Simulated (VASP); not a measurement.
# Al18H4C in VASP: further runs, part 3 of 3

VASP 6.6.1.

## 5. Single point, PBE+D3(BJ)

Contents of INCAR:

```
PREC = Accurate
ENCUT = 520
EDIFF = 1E-6
ISMEAR = 0
SIGMA = 0.05
LREAL = Auto
LASPH = T
NELM = 100
ALGO = Normal
ISIF = 2
LWAVE = F
LCHARG = F
GGA = PE
IVDW = 12
NBANDS = 48
```

Contents of KPOINTS:

```
Automatic mesh
0
Gamma
  3 2 1
```

Contents of POSCAR:

```
Al18H4C
1.0
    5.7275650000      0.0000000000      0.0000000000
    4.2956740000      7.4403250000      0.0000000000
    0.0000000000      0.0000000000     17.6765370000
Al C H
18 1 4
Direct
    0.1666665958      0.1111111410      0.0565722234
    0.6666666831      0.1111111410      0.0565722234
    0.1666667458      0.4444444295      0.0565722234
    0.6666666585      0.4444444295      0.0565722234
    0.1666666204      0.7777778524      0.0565722234
    0.6666667077      0.7777778524      0.0565722234
   -0.1665057579      0.2220877448      0.1882151464
    0.3334554872      0.2220303549      0.1882271397
   -0.1664980847      0.5553444238      0.1878333975
    0.3333465593      0.5554909228      0.1880341721
   -0.1664148956      0.8886184407      0.1879645883
    0.3334799291      0.8886226072      0.1880148810
    0.0004842939     -0.0005861303      0.3197293112
    0.5006319820     -0.0008187814      0.3195387762
    0.0000989245      0.3333554650      0.3195423968
    0.4999645209      0.3334272360      0.3197379668
    0.0000422210      0.6664761284      0.3192157491
    0.5000413883      0.6665730328      0.3192162017
    0.7413684523      0.6699900878      0.5238736524
    0.5384680099      0.7697647616      0.5049495837
    0.7981628233      0.5394654131      0.4983893621
    0.8845464911      0.7121125757      0.5058894737
    0.7444685809      0.6587510626      0.5856235302
```

Potentials or basis: VASP PAW PBE potentials, release 64 (Al, C, H).

Launch:

```sh
$ cat potpaw_PBE.64/Al/POTCAR potpaw_PBE.64/C/POTCAR potpaw_PBE.64/H/POTCAR > POTCAR
$ mpirun -np 1 vasp_std > vasp.out
```

OUTCAR:

```text
PREC = Accurate
   ENCUT = 520
   EDIFF = 1E-6
   ISMEAR = 0
   LREAL = Auto
   LASPH = T
   NELM = 100
   ISIF = 2
   GGA = PE
   IVDW = 12
 IVDW          = 12

 ion  position               nearest neighbor table
   1  0.167  0.111  0.057-  12 2.85   7 2.85   8 2.85   2 2.86   4 2.86   5 2.86   3 2.86   6 2.86
                             2 2.86
   2  0.667  0.111  0.057-  11 2.85   8 2.85   7 2.85   1 2.86   4 2.86   3 2.86   5 2.86   6 2.86
[... 467 lines left out ...]
  -------------------------------------------------------------------------------------
  Total     -11.38480   -11.36240    -0.15811    -0.00209     0.03600    -0.00099
  in kB     -24.21457   -24.16694    -0.33630    -0.00446     0.07657    -0.00210
  external pressure =      -16.24 kB  Pullay stress =        0.00 kB

 VOLUME and BASIS-vectors are now :
 -----------------------------------------------------------------------------
  energy-cutoff  :      520.00
  volume of cell :      753.28
      direct lattice vectors                 reciprocal lattice vectors
     5.727565000  0.000000000  0.000000000     0.174594265 -0.100802054  0.000000000
     4.295674000  7.440325000  0.000000000     0.000000000  0.134402731  0.000000000
     0.000000000  0.000000000 17.676537000     0.000000000  0.000000000  0.056572167

 POSITION                                       TOTAL-FORCE (eV/Angst)
 -----------------------------------------------------------------------------------
      1.43189      0.82670      1.00000         0.001391      0.001984      0.008200
      4.29567      0.82670      1.00000        -0.001376     -0.001432      0.011297
      2.86378      3.30681      1.00000        -0.002150      0.003088      0.001172
      5.72757      3.30681      1.00000         0.000976      0.005380      0.003174
      4.29567      5.78692      1.00000        -0.002718     -0.004274     -0.001017
      7.15946      5.78692      1.00000         0.003225     -0.004259     -0.004456
[... 15 lines left out ...]
      8.12530      5.29835      8.94237         0.021361      0.006554     -0.004075
      7.09377      4.90132     10.35180        -0.001835     -0.001592      0.036916
 -----------------------------------------------------------------------------------
    total drift:                                0.000873     -0.002499     -0.010813

  FREE ENERGIE OF THE ION-ELECTRON SYSTEM (eV)
  ---------------------------------------------------
  free  energy   TOTEN  =       -91.6956724884 eV

  energy  without entropy=      -91.6725447279  energy(sigma->0) =      -91.68410861
```

OSZICAR:

```text
N       E                     dE             d eps       ncg     rms          rms(c)
DAV:   1     0.188776757889E+03    0.18878E+03   -0.19623E+04   384   0.947E+02
DAV:   2    -0.720998068152E+02   -0.26088E+03   -0.24795E+03   512   0.161E+02
DAV:   3    -0.929314473210E+02   -0.20832E+02   -0.20429E+02   480   0.432E+01
[... 14 lines left out ...]
DAV:  18    -0.874164951370E+02   -0.12547E-03   -0.14097E-05   456   0.782E-03    0.220E-03
DAV:  19    -0.874165172918E+02   -0.22155E-04   -0.30554E-06   456   0.363E-03    0.113E-03
DAV:  20    -0.874165220632E+02   -0.47713E-05   -0.72758E-07   392   0.172E-03    0.528E-04
DAV:  21    -0.874165231332E+02   -0.10700E-05   -0.16025E-07   320   0.887E-04    0.315E-04
DAV:  22    -0.874165236254E+02   -0.49218E-06   -0.66255E-08   352   0.610E-04
   1 F= -.91695672E+02 E0= -.91684109E+02  d E =-.231278E-01
```

Run time: 3.2 min. Hardware: 1 thread of Intel Xeon 6975P-C (Granite Rapids), shared host; peak memory 0.82 GiB.

Results:

| Property | Result |
| --- | --- |
| Free energy | -91.6957 eV |
| Largest force | 0.037 eV/Å |
| Band gap on the k mesh | zero (filled and empty bands touch) |
| Dispersion energy per atom | -0.186 eV |

Forces on the atoms (eV/Å):
```
Al   0.001  0.002  0.008
Al  -0.001 -0.001  0.011
Al  -0.002  0.003  0.001
Al   0.001  0.005  0.003
Al  -0.003 -0.004 -0.001
Al   0.003 -0.004 -0.004
Al  -0.001  0.000  0.002
Al  -0.001  0.000 -0.002
Al   0.001  0.000  0.001
Al   0.002  0.000 -0.003
Al   0.001  0.000  0.001
Al   0.001 -0.001 -0.003
Al  -0.001  0.002 -0.001
Al   0.001  0.001 -0.001
Al  -0.002 -0.001 -0.003
Al  -0.001 -0.002 -0.002
Al   0.001  0.000 -0.001
Al   0.003 -0.001 -0.001
C   -0.001 -0.003 -0.023
H   -0.016  0.017 -0.004
H   -0.005 -0.019 -0.011
H    0.021  0.007 -0.004
H   -0.002 -0.002  0.037
```

Levels at points of the mesh, in eV from the Fermi level:
| k point | band 29 | band 30 | band 31 | band 32 | band 33 | band 34 |
| --- | --- | --- | --- | --- | --- | --- |
| (0.00, 0.00, 0.00) | -0.12 | -0.05 | -0.05 | 0.08 | 0.16 | 0.16 |
| (0.00, 0.50, 0.00) | -0.13 | -0.12 | -0.05 | -0.05 | 0.08 | 0.08 |

Caveat: the k points lie up to 0.42 Å⁻¹ apart.

## 6. Single point, PBE+D3(BJ)

Contents of INCAR:

```
ALGO = Normal ; EDIFF = 1E-6
ENCUT = 520 ; GGA = PE
ISIF = 2 ; ISMEAR = 0
IVDW = 12 ; LASPH = T
LCHARG = F ; LREAL = Auto
LWAVE = F ; NBANDS = 48
NELM = 80 ; PREC = Accurate
SIGMA = 0.05
```

Contents of KPOINTS:

```
k-points
0
Gamma
  3 2 1
```

Contents of POSCAR:

```
Al18H4C
1.0
    5.7275650000      0.0000000000      0.0000000000
    4.2956740000      7.4403250000      0.0000000000
    0.0000000000      0.0000000000     17.6765370000
Al C H
18 1 4
Direct
    0.1666665958      0.1111111410      0.0565722234
    0.6666666831      0.1111111410      0.0565722234
    0.1666667458      0.4444444295      0.0565722234
    0.6666666585      0.4444444295      0.0565722234
    0.1666666204      0.7777778524      0.0565722234
    0.6666667077      0.7777778524      0.0565722234
   -0.1666940932      0.2221393555      0.1882481280
    0.3333650260      0.2220687940      0.1881754894
   -0.1666254172      0.5554161949      0.1878514440
    0.3332905015      0.5555023470      0.1880267046
   -0.1665333922      0.8886439772      0.1879422989
    0.3333926483      0.8886658849      0.1880363784
    0.0001896625     -0.0005191978      0.3197443594
    0.5005041055     -0.0007346453      0.3195186931
   -0.0001768633      0.3334207847      0.3195477146
    0.4996380277      0.3334307305      0.3197287455
   -0.0001175599      0.6665250510      0.3191214999
    0.4999239132      0.6666214177      0.3193736420
    0.8258475018      0.6685935090      0.5238473463
    0.6226090789      0.7679682003      0.5050344986
    0.8816317262      0.5374357975      0.4992148066
    0.9689519070      0.7099449285      0.5048676672
    0.8305292227      0.6591030634      0.5856845716
```

Potentials or basis: VASP PAW PBE potentials, release 64 (Al, C, H).

Launch:

```sh
$ cat potpaw_PBE.64/Al/POTCAR potpaw_PBE.64/C/POTCAR potpaw_PBE.64/H/POTCAR > POTCAR
$ mpirun -np 1 vasp_std > vasp.out
```

Run time: 3.1 min. Hardware: 1 thread of Intel Xeon 6975P-C (Granite Rapids), shared host; peak memory 0.82 GiB.

The run converged. Its results:

- Free energy: -91.6959 eV
- Largest force: 0.029 eV/Å
- Band gap on the k mesh: zero (filled and empty bands touch)
- Dispersion energy per atom: -0.186 eV

Forces on the atoms (eV/Å):
```
Al   0.003  0.002  0.009
Al  -0.003 -0.001  0.010
Al  -0.002  0.001  0.000
Al   0.000  0.006  0.004
Al  -0.001 -0.004 -0.001
Al   0.001 -0.003 -0.005
Al  -0.001  0.000  0.002
Al  -0.002  0.000 -0.001
Al   0.001 -0.001  0.002
Al   0.002  0.000 -0.001
Al   0.000  0.001  0.001
Al   0.001 -0.001 -0.001
Al  -0.001  0.002 -0.002
Al   0.001  0.002 -0.002
Al  -0.002 -0.001 -0.003
Al  -0.001 -0.001 -0.002
Al   0.002  0.000 -0.002
Al   0.002 -0.001 -0.001
C   -0.001 -0.001 -0.012
H   -0.015  0.016 -0.005
H   -0.005 -0.019 -0.010
H    0.021  0.007 -0.005
H    0.000 -0.002  0.028
```

Levels at points of the mesh, in eV from the Fermi level:
```csv
k point,band 27,band 28,band 29,band 30,band 31,band 32,band 33,band 34,band 35,band 36
"(0.00, 0.00, 0.00)",-0.37,-0.37,-0.12,-0.05,-0.05,0.08,0.16,0.16,0.77,1.46
"(0.00, 0.50, 0.00)",-1.26,-1.26,-0.13,-0.12,-0.05,-0.05,0.08,0.08,1.36,1.40
```

Caveat: the k points lie up to 0.42 Å⁻¹ apart.
